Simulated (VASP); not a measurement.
# GaSb (I-4m2) in VASP: further runs

The runs below take GaSb through single point, with LDA.

Program: VASP 6.6.1. These are calculated values, not measurements. Logs are shortened: lines on timing, memory, paths and dates and some standing lists are left out, and cuts for length are marked.

**1. The cell of the first run**

The structure is tetragonal, space group I-4m2 (No. 119). Conventional cell: a = 5.507 Å, b = 5.507 Å, c = 3.203 Å, α = 90.00°, β = 90.00°, γ = 90.00°. Ga (site symmetry -4m2) has 8 Sb at 2.87 to 3.65 Å and 2 Ga at 3.20 Å within 3.8 Å. Within 3.8 Å of Sb (site symmetry -4m2) lie 8 Ga at 2.87 to 3.65 Å and 2 Sb at 3.20 Å.

**2. Single point, LDA**

INCAR

```
SYSTEM = GaSb
PREC = Accurate ; ENCUT = 520
EDIFF = 1E-6 ; ISMEAR = 0
SIGMA = 0.02 ; LREAL = .False.
LASPH = .True. ; NELM = 80
ALGO = Normal ; ISIF = 2
LWAVE = .False. ; LCHARG = .False.
NBANDS = 16
```

KPOINTS

```
Automatic mesh
0
Gamma
  8 8 8
  0 0 0
```

POSCAR

```
GaSb
1.0
   -2.7534340000      2.7534340000      1.6013117133
    2.7534340000     -2.7534340000      1.6013117133
    2.7534340000      2.7534340000     -1.6013117133
Ga Sb
1 1
Direct
    0.2500000000      0.7500000000      0.5000000000
    0.0000000000      0.0000000000      0.0000000000
```

Potentials or basis: VASP PAW LDA potentials, release 64 (Ga_d, Sb).

On the command line:

```
$ cat potpaw_LDA.64/Ga_d/POTCAR potpaw_LDA.64/Sb/POTCAR > POTCAR
$ mpirun -np 1 vasp_std > vasp.out
```

OUTCAR:

```text
SYSTEM = GaSb
   PREC = Accurate
   ENCUT = 520
   EDIFF = 1E-6
   ISMEAR = 0
   LREAL = .False.
   LASPH = .True.
   NELM = 80
   ISIF = 2

 ion  position               nearest neighbor table
   1  0.250  0.750  0.500-   2 2.87   2 2.87   2 2.87   2 2.87
   2  0.000  0.000  0.000-   1 2.87   1 2.87   1 2.87   1 2.87

  LATTYP: Found a body centered tetragonal cell.
 ALAT       =     5.5068680000
 C/A-ratio  =     0.5815689475

  Lattice vectors:

 A1 = (  -2.7534340000,   2.7534340000,   1.6013117133)
 A2 = (   2.7534340000,  -2.7534340000,   1.6013117133)
 A3 = (   2.7534340000,   2.7534340000,  -1.6013117133)

Analysis of symmetry for initial positions (statically):
=====================================================================
 Subroutine PRICEL returns:
 Original cell was already a primitive cell.

 Routine SETGRP: Setting up the symmetry group for a
 body centered tetragonal supercell.

 Subroutine GETGRP returns: Found  8 space group operations
 (whereof  8 operations were pure point group operations)
 out of a pool of 16 trial point group operations.

The static configuration has the point symmetry D_2d.

Analysis of symmetry for dynamics (positions and initial velocities):
=====================================================================
 Subroutine PRICEL returns:
 Original cell was already a primitive cell.

 Routine SETGRP: Setting up the symmetry group for a
 body centered tetragonal supercell.

 Subroutine GETGRP returns: Found  8 space group operations
 (whereof  8 operations were pure point group operations)
 out of a pool of 16 trial point group operations.

The dynamic configuration has the point symmetry D_2d.

 Subroutine INISYM returns: Found  8 space group operations
 (whereof  8 operations are pure point group operations),
 and found     1 'primitive' translations

----------------------------------------------------------------------------------------

                                     Primitive cell

  volume of cell :      48.5607

  direct lattice vectors                    reciprocal lattice vectors
    -2.753434000  2.753434000  1.601311713     0.000000000  0.181591424  0.312244016
     2.753434000 -2.753434000  1.601311713     0.181591424  0.000000000  0.312244016
     2.753434000  2.753434000 -1.601311713     0.181591424  0.181591424  0.000000000

  length of vectors
     4.210344023  4.210344023  4.210344023     0.361208763  0.361208763  0.256809054

  position of ions in fractional coordinates (direct lattice)
     0.250000000  0.750000000  0.500000000
     0.000000000  0.000000000  0.000000000

[... 78 lines left out ...]
   EDIFFG = 0.1E-04   stopping-criterion for IOM
   NSW    =      0    number of steps for IOM
   IBRION =     -1    ionic relax: 0-MD 1-quasi-New 2-CG
   NFREE  =      0    steps in history (QN), initial steepest desc. (CG)
   ISIF   =      2    stress and relaxation
   ISYM   =      2    0-nonsym 1-usesym 2-fastsym
   POTIM  = 0.5000    time-step for ionic-motion
   TEBEG  =    0.0;   TEEND  =   0.0 temperature during run
   PSTRESS=    0.0 pullay stress
   NELECT =      18.0000    total number of electrons
   NUPDOWN=      -1.0000    fix difference up-down
   EMIN   =  10.00;   EMAX   =-10.00  energy-range for DOS
   EFERMI =   0.00;   METHOD = LEGACY
   ISMEAR =     0;   SIGMA  =   0.02  broadening in eV -4-tet -1-fermi 0-gaus
   EFERMI_NEDOS =   21; number of points for ismear=-14 and -15
   IALGO  =     38    algorithm
   IMIX   =      4    mixing-type and parameters
     AMIX     =   0.40;   BMIX     =  1.00
     AMIX_MAG =   1.60;   BMIX_MAG =  1.00
  volume/ion in A,a.u.               =      24.28       163.85
  Fermi-wavevector in a.u.,A,eV,Ry     =   1.175991  2.222300 18.816237  1.382954
  Thomas-Fermi vector in A             =   2.312362
   LORBIT       =      0    0 simple, 1 ext, 2 COOP (PROOUT), +10 PAW based schemes
   GGA     = CA    functional components
   LHFCALC =     F    Hartree Fock is set to
   AEXX    =    0.0000 exact exchange contribution
   IVDW    =     0    specifies the selected vdW correction
   LEPSILON=     F    determine dielectric tensor
   LRPA    =     F    only Hartree local field effects (RPA)
 non-spin polarized calculation
 Gauss-broadening in eV      SIGMA  =   0.02
  energy-cutoff  :      520.00
  volume of cell :       48.56
 maximum number of plane-waves:      1324
   NGX = 15   NGY = 15   NGZ = 15

 number of electron      17.9999992 magnetization

 Free energy of the ion-electron system (eV)
  ---------------------------------------------------
  ext. energy  EPLUGINS =         0.00000000
  ---------------------------------------------------
  free energy    TOTEN  =        -8.33340348 eV

  energy without entropy =       -8.33306625  energy(sigma->0) =       -8.33323487

 E-fermi :   6.3345     XC(G=0): -10.4257

 val. band max:        6.1558390362   @ k =   0.2500   0.0000  -0.0000
 cond. band min:       6.3464279011   @ k =   0.5000   0.1250  -0.0000
 fundamental gap:      0.1905888648
 Fermi energy:         6.3344667420

 k-point     1 :       0.0000    0.0000    0.0000
  band No.  band energies     occupation
      1      -8.7448      2.00000
      2      -8.6628      2.00000
      3      -8.6550      2.00000
      4      -8.6385      2.00000
      5      -8.6385      2.00000
      6      -5.5926      2.00000
[... 433 lines left out ...]
      3      -8.6713      2.00000
      4      -8.6334      2.00000
      5      -8.6163      2.00000
      6      -1.9379      2.00000
[... 8 lines left out ...]
     15      15.1142      0.00000
     16      15.3811      0.00000

 [... further k-points ...]

------------------------ aborting loop because EDIFF is reached ----------------------------------------

  FORCE on cell =-STRESS in cart. coord.  units (eV):
  Direction    XX          YY          ZZ          XY          YZ          ZX
  --------------------------------------------------------------------------------------
  -------------------------------------------------------------------------------------
  Total       -1.4629560     -1.4629560     -1.0699714      0.0000000      0.0000000      0.0000000
  in kB      -48.2677042    -48.2677042    -35.3018561      0.0000000      0.0000000      0.0000000
  external PRESSURE =     -43.9457548 kB  Pullay stress =       0.0000000 kB

 VOLUME and BASIS-vectors are now :
 -----------------------------------------------------------------------------
  energy-cutoff  :      520.00
  volume of cell :       48.56
      direct lattice vectors                 reciprocal lattice vectors
    -2.753434000  2.753434000  1.601311713     0.000000000  0.181591424  0.312244016
     2.753434000 -2.753434000  1.601311713     0.181591424  0.000000000  0.312244016
     2.753434000  2.753434000 -1.601311713     0.181591424  0.181591424  0.000000000

 POSITION                                       TOTAL-FORCE (eV/Angst)
 -----------------------------------------------------------------------------------
      2.75343      0.00000      0.80066         0.000000     -0.000000      0.000000
      0.00000      0.00000      0.00000        -0.000000      0.000000     -0.000000
 -----------------------------------------------------------------------------------
    total drift:                                0.000000     -0.000000     -0.000000

  FREE ENERGIE OF THE ION-ELECTRON SYSTEM (eV)
  ---------------------------------------------------
  free  energy   TOTEN  =        -8.3334034847 eV

  energy  without entropy=       -8.3330662527  energy(sigma->0) =       -8.33323487
```

OSZICAR:

```text
N       E                     dE             d eps       ncg     rms          rms(c)
DAV:   1     0.844596256957E+02    0.84460E+02   -0.83467E+03  1888   0.148E+03
DAV:   2    -0.189030491557E+01   -0.86350E+02   -0.83363E+02  2256   0.322E+02
DAV:   3    -0.826083992511E+01   -0.63705E+01   -0.63534E+01  2256   0.653E+01
DAV:   4    -0.837180192693E+01   -0.11096E+00   -0.11094E+00  2376   0.955E+00
DAV:   5    -0.837435773553E+01   -0.25558E-02   -0.25558E-02  2392   0.128E+00    0.250E+00
DAV:   6    -0.834265680312E+01    0.31701E-01   -0.46441E-02  2440   0.344E+00    0.138E+00
DAV:   7    -0.833398061300E+01    0.86762E-02   -0.12215E-02  2944   0.111E+00    0.273E-01
DAV:   8    -0.833341026264E+01    0.57035E-03   -0.17564E-03  2504   0.537E-01    0.274E-02
DAV:   9    -0.833340489583E+01    0.53668E-05   -0.11029E-04  2440   0.110E-01    0.211E-02
DAV:  10    -0.833340370433E+01    0.11915E-05   -0.12873E-05  2480   0.396E-02    0.372E-03
DAV:  11    -0.833340348468E+01    0.21964E-06   -0.97407E-07  1576   0.890E-03
   1 F= -.83334035E+01 E0= -.83332349E+01  d E =-.337232E-03
```

stdout:

```text
POSCAR found type information on POSCAR GaSb
 POSCAR found :  2 types and       2 ions
 scaLAPACK will be used
 LDA part: xc-table for (Slater(with rela. corr.)+CA(PZ))
 , standard interpolation
 POSCAR, INCAR and KPOINTS ok, starting setup
 FFT: planning ... GRIDC
 FFT: planning ... GRID_SOFT
 FFT: planning ... GRID
 WAVECAR not read
 entering main loop
```

Run time: 23 s. Hardware: 1 thread of Intel Xeon 6975P-C, shared host; peak memory 0.18 GiB.

Results:

```
Free energy            : -8.3334 eV
Pressure               : -4.4 GPa
Band gap on the k mesh : zero (band 9 reaches 8.08 eV, above the bottom of band 10 at 4.29 eV)
```

Levels at points of the mesh, in eV from the Fermi level:
| k point | band 6 | band 7 | band 8 | band 9 | band 10 | band 11 | band 12 | band 13 |
| --- | --- | --- | --- | --- | --- | --- | --- | --- |
| (0.00, 0.00, 0.00) | -11.93 | -3.03 | -1.84 | -1.84 | 3.50 | 4.78 | 6.98 | 6.98 |
| (0.50, 0.00, 0.00) | -8.40 | -5.63 | -2.48 | -1.52 | -1.17 | 2.42 | 3.19 | 5.03 |
| (0.50, 0.50, 0.00) | -10.46 | -8.03 | 0.02 | 1.75 | 2.09 | 2.35 | 4.37 | 6.31 |
| (0.50, 0.50, 0.50) | -9.32 | -5.97 | -4.91 | -4.91 | 3.25 | 4.73 | 10.17 | 10.17 |

Caveat: spin-orbit coupling is left out, which moves the levels of the heavy elements.

**3. Single point, LDA**

This run uses another cell than the first one, of 24.36 Å³/atom, 1.003 times its volume.

INCAR

```
PREC = Accurate ; ENCUT = 520
EDIFF = 1E-6 ; ISMEAR = 0
SIGMA = 0.02 ; LREAL = False
LASPH = True ; NELM = 80
ALGO = Normal ; ISIF = 2
LWAVE = False ; LCHARG = False
NBANDS = 16
```

KPOINTS

```
regular mesh
0
Gamma
  8 8 8
```

POSCAR

```
GaSb
1.0
   -2.7534340000      2.7534340000      1.6066140700
    2.7534340000     -2.7534340000      1.6066140700
    2.7534340000      2.7534340000     -1.6066140700
Ga Sb
1 1
Direct
    0.2500000000      0.7500000000      0.5000000000
    0.0000000000      0.0000000000      0.0000000000
```

Potentials or basis: VASP PAW LDA potentials, release 64 (Ga_d, Sb).

On the command line:

```
$ cat potpaw_LDA.64/Ga_d/POTCAR potpaw_LDA.64/Sb/POTCAR > POTCAR
$ mpirun -np 1 vasp_std > vasp.out
```

OUTCAR:

```text
PREC = Accurate
   ENCUT = 520
   EDIFF = 1E-6
   ISMEAR = 0
   LREAL = False
   LASPH = True
   NELM = 80
   ISIF = 2

 ion  position               nearest neighbor table
   1  0.250  0.750  0.500-   2 2.87   2 2.87   2 2.87   2 2.87
   2  0.000  0.000  0.000-   1 2.87   1 2.87   1 2.87   1 2.87

  LATTYP: Found a body centered tetragonal cell.
 ALAT       =     5.5068680000
 C/A-ratio  =     0.5834946725

  Lattice vectors:

 A1 = (  -2.7534340000,   2.7534340000,   1.6066140700)
 A2 = (   2.7534340000,  -2.7534340000,   1.6066140700)
 A3 = (   2.7534340000,   2.7534340000,  -1.6066140700)

Analysis of symmetry for initial positions (statically):
=====================================================================
 Subroutine PRICEL returns:
 Original cell was already a primitive cell.

 Routine SETGRP: Setting up the symmetry group for a
 body centered tetragonal supercell.

 Subroutine GETGRP returns: Found  8 space group operations
 (whereof  8 operations were pure point group operations)
 out of a pool of 16 trial point group operations.

The static configuration has the point symmetry D_2d.
[... 160 lines left out ...]

 E-fermi :   6.2957     XC(G=0): -10.4104

 val. band max:        6.1061200821   @ k =   0.2500   0.0000   0.0000
 cond. band min:       6.3053822423   @ k =   0.5000   0.1250   0.0000
 fundamental gap:      0.1992621601
 Fermi energy:         6.2956508522

 k-point     1 :       0.0000    0.0000    0.0000
  band No.  band energies     occupation
      1      -8.7758      2.00000
      2      -8.6953      2.00000
      3      -8.6874      2.00000
      4      -8.6721      2.00000
      5      -8.6721      2.00000
      6      -5.6052      2.00000
[... 433 lines left out ...]
      3      -8.7039      2.00000
      4      -8.6661      2.00000
      5      -8.6504      2.00000
      6      -1.9879      2.00000
[... 8 lines left out ...]
     15      15.0792      0.00000
     16      15.3414      0.00000

 [... further k-points ...]

------------------------ aborting loop because EDIFF is reached ----------------------------------------

  FORCE on cell =-STRESS in cart. coord.  units (eV):
  Direction    XX          YY          ZZ          XY          YZ          ZX
  --------------------------------------------------------------------------------------
  -------------------------------------------------------------------------------------
  Total       -1.4764267     -1.4764267     -1.1497511      0.0000000      0.0000000      0.0000000
  in kB      -48.5513805    -48.5513805    -37.8088534      0.0000000      0.0000000      0.0000000
  external PRESSURE =     -44.9705381 kB  Pullay stress =       0.0000000 kB

 VOLUME and BASIS-vectors are now :
 -----------------------------------------------------------------------------
  energy-cutoff  :      520.00
  volume of cell :       48.72
      direct lattice vectors                 reciprocal lattice vectors
    -2.753434000  2.753434000  1.606614070     0.000000000  0.181591424  0.311213508
     2.753434000 -2.753434000  1.606614070     0.181591424  0.000000000  0.311213508
     2.753434000  2.753434000 -1.606614070     0.181591424  0.181591424  0.000000000

 POSITION                                       TOTAL-FORCE (eV/Angst)
 -----------------------------------------------------------------------------------
      2.75343      0.00000      0.80331         0.000000     -0.000000     -0.000000
      0.00000      0.00000      0.00000        -0.000000      0.000000      0.000000
 -----------------------------------------------------------------------------------
    total drift:                               -0.000000      0.000000     -0.000000

  FREE ENERGIE OF THE ION-ELECTRON SYSTEM (eV)
  ---------------------------------------------------
  free  energy   TOTEN  =        -8.3297563245 eV

  energy  without entropy=       -8.3294672569  energy(sigma->0) =       -8.32961179
```

OSZICAR:

```text
N       E                     dE             d eps       ncg     rms          rms(c)
DAV:   1     0.824898545121E+02    0.82490E+02   -0.82413E+03  1888   0.146E+03
DAV:   2    -0.207181370471E+01   -0.84562E+02   -0.81815E+02  2184   0.318E+02
DAV:   3    -0.826074774652E+01   -0.61889E+01   -0.61738E+01  2368   0.649E+01
DAV:   4    -0.836810337247E+01   -0.10736E+00   -0.10734E+00  2264   0.936E+00
DAV:   5    -0.837066515799E+01   -0.25618E-02   -0.25617E-02  2424   0.131E+00    0.248E+00
DAV:   6    -0.833900814540E+01    0.31657E-01   -0.45913E-02  2456   0.342E+00    0.137E+00
DAV:   7    -0.833031592058E+01    0.86922E-02   -0.11915E-02  2928   0.109E+00    0.278E-01
DAV:   8    -0.832976270024E+01    0.55322E-03   -0.15606E-03  2520   0.491E-01    0.283E-02
DAV:   9    -0.832975645696E+01    0.62433E-05   -0.83242E-05  2344   0.762E-02    0.181E-02
DAV:  10    -0.832975632449E+01    0.13247E-06   -0.62519E-06  2424   0.211E-02
   1 F= -.83297563E+01 E0= -.83296118E+01  d E =-.289068E-03
```

stdout:

```text
POSCAR found type information on POSCAR GaSb
 POSCAR found :  2 types and       2 ions
 scaLAPACK will be used
 LDA part: xc-table for (Slater(with rela. corr.)+CA(PZ))
 , standard interpolation
 POSCAR, INCAR and KPOINTS ok, starting setup
 FFT: planning ... GRIDC
 FFT: planning ... GRID_SOFT
 FFT: planning ... GRID
 WAVECAR not read
 entering main loop
```

Wall time 22 s (1 thread of Intel Xeon 6975P-C, shared host); peak memory 0.18 GiB.

Results:

* Free energy: -8.3298 eV
* Pressure: -4.5 GPa
* Band gap on the k mesh: zero (band 9 reaches 8.05 eV, above the bottom of band 10 at 4.26 eV)

Levels at points of the mesh, in eV from the Fermi level:
```
           k point  band 6  band 7  band 8  band 9  band 10  band 11  band 12  band 13
(0.00, 0.00, 0.00)  -11.90   -3.00   -1.82   -1.82     3.52     4.71     6.98     6.98
(0.50, 0.00, 0.00)   -8.41   -5.62   -2.47   -1.53    -1.15     2.42     3.19     5.03
(0.50, 0.50, 0.00)  -10.43   -8.01    0.03    1.76     2.11     2.37     4.33     6.26
(0.50, 0.50, 0.50)   -9.30   -5.95   -4.89   -4.89     3.19     4.68    10.17    10.17
```

Caveat: spin-orbit coupling is left out, which moves the levels of the heavy elements.
